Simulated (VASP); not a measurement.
# Os (Fd-3m) in VASP: notebook, part 3 of 3

VASP 6.6.1. The steps go on from the part before.

### Step 6. Relaxation of cell and atoms, LDA

This run uses another cell than the first one, of 18.89 Å³/atom.

Contents of INCAR:

```
ALGO = Normal ; EDIFF = 1E-6
EDIFFG = -0.01 ; ENCUT = 600
IBRION = 2 ; ISIF = 3
ISMEAR = -1 ; LASPH = True
LCHARG = False ; LREAL = False
LWAVE = False ; NELM = 100
NSW = 80 ; PREC = Accurate
SIGMA = 0.1
```

Contents of KPOINTS:

```
k-points
0
Gamma
  10 10 10
```

Contents of POSCAR:

```
Os
1.0
    0.0000000000      2.6631674351      2.6631674351
    2.6631674351      0.0000000000      2.6631674351
    2.6631674351      2.6631674351      0.0000000000
Os
2
Direct
    0.1250000000      0.1250000000      0.1250000000
    0.8750000000      0.8750000000      0.8750000000
```

Potentials or basis: VASP PAW LDA potentials, release 64 (Os).

Run with:

```bash
cat potpaw_LDA.64/Os/POTCAR > POTCAR
mpirun -np 1 vasp_std > vasp.out
```

OUTCAR:

```text
EDIFF = 1E-6
   EDIFFG = -0.01
   ENCUT = 600
   IBRION = 2
   ISIF = 3
   ISMEAR = -1
   LASPH = True
   LREAL = False
   NELM = 100
   NSW = 80
   PREC = Accurate

 ion  position               nearest neighbor table
   1  0.125  0.125  0.125-   2 2.31   2 2.31   2 2.31   2 2.31
   2  0.875  0.875  0.875-   1 2.31   1 2.31   1 2.31   1 2.31

  LATTYP: Found a face centered cubic cell.
 ALAT       =     5.3263348702

  Lattice vectors:

 A1 = (   0.0000000000,   2.6631674351,   2.6631674351)
 A2 = (   2.6631674351,   0.0000000000,   2.6631674351)
 A3 = (   2.6631674351,   2.6631674351,   0.0000000000)

Analysis of symmetry for initial positions (statically):
=====================================================================
 Subroutine PRICEL returns:
 Original cell was already a primitive cell.

 Routine SETGRP: Setting up the symmetry group for a
 face centered cubic supercell.

 Subroutine GETGRP returns: Found 48 space group operations
 (whereof 12 operations were pure point group operations)
 out of a pool of 48 trial point group operations.

The static configuration has the point symmetry D_3d.
 The point group associated with its full space group is O_h .

Analysis of symmetry for dynamics (positions and initial velocities):
=====================================================================
 Subroutine PRICEL returns:
 Original cell was already a primitive cell.

 Routine SETGRP: Setting up the symmetry group for a
 face centered cubic supercell.

 Subroutine GETGRP returns: Found 48 space group operations
 (whereof 12 operations were pure point group operations)
 out of a pool of 48 trial point group operations.

The dynamic configuration has the point symmetry D_3d.
 The point group associated with its full space group is O_h .

 Subroutine INISYM returns: Found 48 space group operations
 (whereof 12 operations are pure point group operations),
 and found     1 'primitive' translations

----------------------------------------------------------------------------------------

                                     Primitive cell

[... 137 lines left out ...]

  energy without entropy =      -22.21872317  energy(sigma->0) =      -22.24331335

------------------------ aborting loop because EDIFF is reached ----------------------------------------

  FORCE on cell =-STRESS in cart. coord.  units (eV):
  Direction    XX          YY          ZZ          XY          YZ          ZX
  --------------------------------------------------------------------------------------
  -------------------------------------------------------------------------------------
  Total        4.8397244      4.8397244      4.8397244     -0.0000000      0.0000000     -0.0000000
  in kB      205.2607005    205.2607005    205.2607005     -0.0000000      0.0000000     -0.0000000
  external PRESSURE =     205.2607005 kB  Pullay stress =       0.0000000 kB
[... 23 lines left out ...]
--------------------------------------- Ionic step        2  -------------------------------------------

 number of electron      16.0000003 magnetization

 E-fermi :   2.2765     XC(G=0): -10.4393

 val. band max:        2.2208753709   @ k =   0.5000   0.2000   0.0000
 cond. band min:       2.2826102601   @ k =   0.3000   0.2000   0.1000
 fundamental gap:      0.0617348892
 Fermi energy:         2.2764699330

 k-point     1 :       0.0000    0.0000    0.0000
  band No.  band energies     occupation
      1      -4.0719      2.00000
      2      -0.8377      2.00000
      3      -0.8377      2.00000
      4      -0.5776      2.00000
      5      -0.5776      2.00000
      6      -0.5776      2.00000
      7       1.8183      1.97973
      8       1.8183      1.97973
      9       1.8183      1.97973
     10       4.0079      0.00000
     11       4.0079      0.00000
     12      12.4669      0.00000
[... 410 lines left out ...]
  FREE ENERGIE OF THE ION-ELECTRON SYSTEM (eV)
  ---------------------------------------------------
  free  energy   TOTEN  =       -22.4426218302 eV

  energy  without entropy=      -22.3883998036  energy(sigma->0) =      -22.41551082

[... ionic steps 4 to 15 ...]

--------------------------------------- Ionic step       16  -------------------------------------------

 number of electron      16.0000003 magnetization

------------------------ aborting loop because EDIFF is reached ----------------------------------------
[... 67 lines left out ...]
--------------------------------------- Ionic step       18  -------------------------------------------

 number of electron      16.0000003 magnetization

 Free energy of the ion-electron system (eV)
  ---------------------------------------------------
  ext. energy  EPLUGINS =         0.00000000
  ---------------------------------------------------
  free energy    TOTEN  =       -22.44460568 eV

  energy without entropy =      -22.39092407  energy(sigma->0) =      -22.41776488

 E-fermi :   4.7628     XC(G=0): -11.7008

 val. band max:        4.7545201252   @ k =   0.5000   0.2000   0.0000
 cond. band min:       4.7947173479   @ k =   0.4000   0.2000   0.0000
 fundamental gap:      0.0401972226
 Fermi energy:         4.7627605681

 k-point     1 :       0.0000    0.0000    0.0000
  band No.  band energies     occupation
      1      -3.0693      2.00000
      2       0.3056      2.00000
      3       0.3056      2.00000
      4       1.0363      2.00000
      5       1.0363      2.00000
      6       1.0363      2.00000
      7       4.1609      1.99515
      8       4.1609      1.99515
      9       4.1609      1.99515
     10       7.4974      0.00000
     11       7.4974      0.00000
     12      16.1719      0.00000
[... 374 lines left out ...]
  FREE ENERGIE OF THE ION-ELECTRON SYSTEM (eV)
  ---------------------------------------------------
  free  energy   TOTEN  =       -22.4446056839 eV

  energy  without entropy=      -22.3909240705  energy(sigma->0) =      -22.41776488

 reached required accuracy - stopping structural energy minimisation
```

CONTCAR:

```text
Os
   1.00000000000000
    -0.0000000000000000    2.7305329022135032    2.7305329022135032
     2.7305329022135032   -0.0000000000000000    2.7305329022135032
     2.7305329022135032    2.7305329022135032   -0.0000000000000000
  Os
     2
Direct
     0.1250000000000000    0.1250000000000000    0.1250000000000000
     0.8750000000000000    0.8750000000000000    0.8750000000000000

  0.00000000E+00  0.00000000E+00  0.00000000E+00
  0.00000000E+00  0.00000000E+00  0.00000000E+00
```

Wall time 3.5 min (1 thread of Intel Xeon 8259CL, shared host); peak memory 0.17 GiB.

Results:

* Free energy: -22.4446 eV
* Relaxed volume: 20.36 Å³/atom
* Relaxed cell: a = 3.862 Å, b = 3.862 Å, c = 3.862 Å, α = 60.00°, β = 60.00°, γ = 60.00°
* Space group after relaxing (to 0.1 Å): Fd-3m (No. 227)
* Pressure after relaxing: 0.1 GPa
* Band gap on the k mesh: zero (bands 8 and 9 overlap by 1.18 eV)

Final structure:
```xyz
2
Lattice="0.0000 2.7305 2.7305 2.7305 0.0000 2.7305 2.7305 2.7305 0.0000" Properties=species:S:1:pos:R:3 pbc="T T T"
Os    0.6826    0.6826    0.6826
Os    4.7784    4.7784    4.7784
```

Caveat: spin-orbit coupling is left out, which moves the levels of the heavy elements.

### Step 7. The runs side by side

| task | cell | k mesh | cutoff (eV) | gap on the mesh (eV) | pressure (GPa) |
| --- | --- | --- | --- | --- | --- |
| single point | a = 3.817 Å, angles 60.0°, 2 atoms | 11 × 11 × 11 | 520 | none | 8.6 |
| single point | a = 3.870 Å, angles 60.0°, 2 atoms | 11 × 11 × 11 | 520 | none | -1.5 |
| single point | a = 3.921 Å, angles 60.0°, 2 atoms | 11 × 11 × 11 | 520 | none | -9.6 |
| single point | a = 4.019 Å, angles 60.0°, 2 atoms | 11 × 11 × 11 | 520 | none | -21.2 |
| relaxation of cell and atoms | relaxed from a = 3.766 Å, angles 60.0°, 2 atoms | 10 × 10 × 10 | 600 | none | 0.1 |

Alike in all rows: level LDA; potentials or basis VASP PAW LDA potentials, release 64 (Os); no spin polarisation; smearing fermi-dirac 0.1 eV.

Caveats: spin-orbit coupling is left out, which moves the levels of the heavy elements; the cell stands under tension (at least some runs); the cell stands under pressure (at least some runs).

Absolute energies hang on the potentials; compare differences alone.
